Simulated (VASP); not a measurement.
# Rh (Fm-3m) in VASP: notebook, part 2 of 2

VASP 6.6.1. The steps go on from the part before.

## 5. Single point, PBE (14.46 Å³/atom)

This run uses another cell than the first one, of 14.46 Å³/atom.

Input file INCAR:

```
  ALGO = Fast
  EDIFF = 1E-6
  ENCUT = 520
  GGA = PE
  ISIF = 2
  ISMEAR = 0
  LASPH = T
  LCHARG = F
  LREAL = F
  LWAVE = F
  NBANDS = 14
  NELM = 100
  PREC = Accurate
  SIGMA = 0.1
```

Input file KPOINTS:

```
k-points
0
Gamma
  24 24 24
```

Input file POSCAR:

```
Rh
1.0
    0.0000000000      1.9337251376      1.9337251376
    1.9337251376      0.0000000000      1.9337251376
    1.9337251376      1.9337251376      0.0000000000
Rh
1
Direct
    0.0000000000      0.0000000000      0.0000000000
```

Potentials or basis: VASP PAW PBE potentials, release 64 (Rh_pv).

Command:

```
> cat potpaw_PBE.64/Rh_pv/POTCAR > POTCAR
> mpirun -np 1 vasp_std > vasp.out
```

OUTCAR:

```text
EDIFF = 1E-6
   ENCUT = 520
   GGA = PE
   ISIF = 2
   ISMEAR = 0
   LASPH = T
   LREAL = F
   NELM = 100
   PREC = Accurate

 ion  position               nearest neighbor table
   1  0.000  0.000  0.000-

  LATTYP: Found a face centered cubic cell.
 ALAT       =     3.8674502752

  Lattice vectors:

 A1 = (   0.0000000000,   1.9337251376,   1.9337251376)
 A2 = (   1.9337251376,   0.0000000000,   1.9337251376)
 A3 = (   1.9337251376,   1.9337251376,   0.0000000000)

Analysis of symmetry for initial positions (statically):
=====================================================================
 Subroutine PRICEL returns:
 Original cell was already a primitive cell.

 Routine SETGRP: Setting up the symmetry group for a
 face centered cubic supercell.

 Subroutine GETGRP returns: Found 48 space group operations
 (whereof 48 operations were pure point group operations)
 out of a pool of 48 trial point group operations.

The static configuration has the point symmetry O_h .

Analysis of symmetry for dynamics (positions and initial velocities):
=====================================================================
 Subroutine PRICEL returns:
 Original cell was already a primitive cell.

 Routine SETGRP: Setting up the symmetry group for a
 face centered cubic supercell.

 Subroutine GETGRP returns: Found 48 space group operations
 (whereof 48 operations were pure point group operations)
 out of a pool of 48 trial point group operations.

The dynamic configuration has the point symmetry O_h .

 Subroutine INISYM returns: Found 48 space group operations
 (whereof 48 operations are pure point group operations),
 and found     1 'primitive' translations

----------------------------------------------------------------------------------------

                                     Primitive cell

  volume of cell :      14.4615

  direct lattice vectors                    reciprocal lattice vectors
     0.000000000  1.933725138  1.933725138    -0.258568289  0.258568289  0.258568289
     1.933725138  0.000000000  1.933725138     0.258568289 -0.258568289  0.258568289
     1.933725138  1.933725138  0.000000000     0.258568289  0.258568289 -0.258568289

  length of vectors
[... 114 lines left out ...]
  energy-cutoff  :      520.00
  volume of cell :       14.46
 maximum number of plane-waves:       399
   NGX = 11   NGY = 11   NGZ = 11

 number of electron      14.9999994 magnetization

 Free energy of the ion-electron system (eV)
  ---------------------------------------------------
  ext. energy  EPLUGINS =         0.00000000
  ---------------------------------------------------
  free energy    TOTEN  =        -7.25303677 eV

  energy without entropy =       -7.24653704  energy(sigma->0) =       -7.24978690

 E-fermi :  10.9935     XC(G=0): -13.7084

 val. band max:       10.9913807778   @ k =   0.3333   0.1250   0.0000
 cond. band min:      10.9946287855   @ k =   0.4167   0.0833   0.0417
 fundamental gap:      0.0032480077
 Fermi energy:        10.9935049891

 k-point     1 :       0.0000    0.0000    0.0000
  band No.  band energies     occupation
      1     -35.2981      2.00000
      2     -35.2981      2.00000
      3     -35.2981      2.00000
      4       3.4095      2.00000
      5       8.1514      2.00000
      6       8.1514      2.00000
      7       8.1514      2.00000
      8      10.0754      2.00000
      9      10.0754      2.00000
     10      27.0181      0.00000
     11      31.6701      0.00000
     12      32.1946      0.00000
     13      32.1946      0.00000
     14      32.1946      0.00000
[... 377 lines left out ...]
      1     -35.8901      2.00000
      2     -35.3861      2.00000
      3     -35.3858      2.00000
      4       5.3641      2.00000
      5       8.0655      2.00000
      6       8.1649      2.00000
      7      10.6316      2.00000
      8      11.4790      0.00000
      9      12.0848      0.00000
     10      19.7280      0.00000
     11      26.7099      0.00000
     12      31.6698      0.00000
     13      31.7684      0.00000
     14      32.0483      0.00000

 [... further k-points ...]

------------------------ aborting loop because EDIFF is reached ----------------------------------------

  FORCE on cell =-STRESS in cart. coord.  units (eV):
  Direction    XX          YY          ZZ          XY          YZ          ZX
  --------------------------------------------------------------------------------------
  -------------------------------------------------------------------------------------
  Total       -0.6323651     -0.6323651     -0.6323651      0.0000000     -0.0000000      0.0000000
  in kB      -70.0590501    -70.0590501    -70.0590501      0.0000000     -0.0000000      0.0000000
  external PRESSURE =     -70.0590501 kB  Pullay stress =       0.0000000 kB

 VOLUME and BASIS-vectors are now :
 -----------------------------------------------------------------------------
  energy-cutoff  :      520.00
  volume of cell :       14.46
      direct lattice vectors                 reciprocal lattice vectors
     0.000000000  1.933725138  1.933725138    -0.258568289  0.258568289  0.258568289
     1.933725138  0.000000000  1.933725138     0.258568289 -0.258568289  0.258568289
     1.933725138  1.933725138  0.000000000     0.258568289  0.258568289 -0.258568289

 POSITION                                       TOTAL-FORCE (eV/Angst)
 -----------------------------------------------------------------------------------
      0.00000      0.00000      0.00000         0.000000      0.000000      0.000000
 -----------------------------------------------------------------------------------
    total drift:                                0.000000      0.000000      0.000000

  FREE ENERGIE OF THE ION-ELECTRON SYSTEM (eV)
  ---------------------------------------------------
  free  energy   TOTEN  =        -7.2530367668 eV

  energy  without entropy=       -7.2465370407  energy(sigma->0) =       -7.24978690
```

OSZICAR:

```text
N       E                     dE             d eps       ncg     rms          rms(c)
DAV:   1     0.120246947337E+03    0.12025E+03   -0.88221E+03 11612   0.114E+03
DAV:   2    -0.614508923616E+01   -0.12639E+03   -0.12069E+03 12596   0.338E+02
DAV:   3    -0.775383780815E+01   -0.16087E+01   -0.16064E+01 13958   0.419E+01
DAV:   4    -0.776013246535E+01   -0.62947E-02   -0.62942E-02 13436   0.269E+00
DAV:   5    -0.776019136262E+01   -0.58897E-04   -0.58893E-04 13844   0.230E-01    0.893E+00
RMM:   6    -0.726797092346E+01    0.49222E+00   -0.84395E-01 12373   0.894E+00    0.298E+00
RMM:   7    -0.725607691895E+01    0.11894E-01   -0.26216E-02 12849   0.175E+00    0.147E+00
RMM:   8    -0.725328842696E+01    0.27885E-02   -0.49940E-03 13653   0.791E-01    0.201E-01
RMM:   9    -0.725303010435E+01    0.25832E-03   -0.59036E-04 14112   0.262E-01    0.132E-02
RMM:  10    -0.725303899449E+01   -0.88901E-05   -0.59655E-05 14197   0.967E-02    0.118E-02
RMM:  11    -0.725303659974E+01    0.23948E-05   -0.39926E-06 12784   0.236E-02    0.121E-03
RMM:  12    -0.725303676675E+01   -0.16701E-06   -0.81232E-07  9568   0.111E-02
   1 F= -.72530368E+01 E0= -.72497869E+01  d E =-.649973E-02
```

Wall time 100 s (1 thread of Intel Xeon 8259CL, shared host); peak memory 0.19 GiB.

Results:

```
Free energy            : -7.2530 eV
Pressure               : -7.0 GPa
Band gap on the k mesh : zero (an odd number of electrons rules out a gap without spin polarisation)
```

Caveat: the cell stands under tension.

## 6. The runs side by side

```csv
level,cell,gap on the mesh (eV),pressure (GPa)
PBE,"a = 2.681 Å, angles 60.0°, 1 atom",none,8.7
PBE,"a = 2.708 Å, angles 60.0°, 1 atom",none,0.1
PBEsol,"a = 2.708 Å, angles 60.0°, 1 atom",none,-10.6
PBE,"a = 2.735 Å, angles 60.0°, 1 atom",none,-7.0
```

Alike in all rows: task single point; potentials or basis VASP PAW PBE potentials, release 64 (Rh_pv); no spin polarisation; k mesh 24 × 24 × 24; cutoff (eV) 520; smearing gaussian 0.1 eV.

Caveats: the cell stands under tension (at least some runs); the cell stands under pressure (at least some runs); the PAW data sets were made with another functional, which shifts forces and pressure a little (at least some runs).

Absolute energies hang on the potentials; compare differences alone.
